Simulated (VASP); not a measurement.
**Mo3W: single point with PBE**

Mo3W:

```
Mo W
1.0
     4.47830    0.00000    0.00000
     0.00000    4.47830    0.00000
     0.00000    0.00000    3.16700
Mo W
3 1
Direct
  0.00000 0.50000 0.50000
  0.50000 0.00000 0.50000
  0.50000 0.50000 0.00000
  0.00000 0.00000 0.00000
```

| Property | Result |
| --- | --- |
| Program | VASP 6.6.1 |
| Task | single point |
| Functional | PBE |
| Potentials or basis | VASP PAW PBE potentials, release 64 (Mo_sv, W_sv) |
| Cutoff | 520 eV |
| k mesh | 10 × 10 × 14 |
| Occupations | gaussian, width 0.1 eV |
| Spin | no spin polarisation |

| Property | Result |
| --- | --- |
| Pressure | 0.5 GPa |
| Band gap on the k mesh | zero (band 28 reaches 13.65 eV, above the bottom of band 29 at 11.49 eV) |

Levels at points of the mesh, in eV from the Fermi level:
```tsv
k point	band 25	band 26	band 27	band 28	band 29	band 30	band 31	band 32
(0.00, 0.00, 0.00)	-1.33	-1.33	1.32	1.32	1.57	1.68	1.72	1.99
(0.50, 0.00, 0.00)	-1.68	-1.62	-0.84	-0.68	0.21	0.32	0.97	1.07
(0.50, 0.50, 0.00)	-0.72	-0.68	-0.68	-0.68	-0.64	-0.56	-0.56	-0.38
(0.00, 0.00, 0.50)	-2.65	-2.65	-0.68	-0.68	-0.53	-0.53	0.83	1.08
(0.50, 0.00, 0.50)	-1.98	-1.89	-1.83	-1.73	1.21	1.25	1.51	1.62
(0.50, 0.50, 0.50)	1.13	1.32	1.32	1.52	1.53	1.72	1.72	1.84
```

It took 5.4 min on 1 thread of Intel(R) Xeon(R) Platinum 8259CL CPU @ 2.50GHz (Skylake/Cascade Lake), on a shared host, peak memory 0.41 GiB.

Caveat: spin-orbit coupling is left out, which moves the levels of the heavy elements.
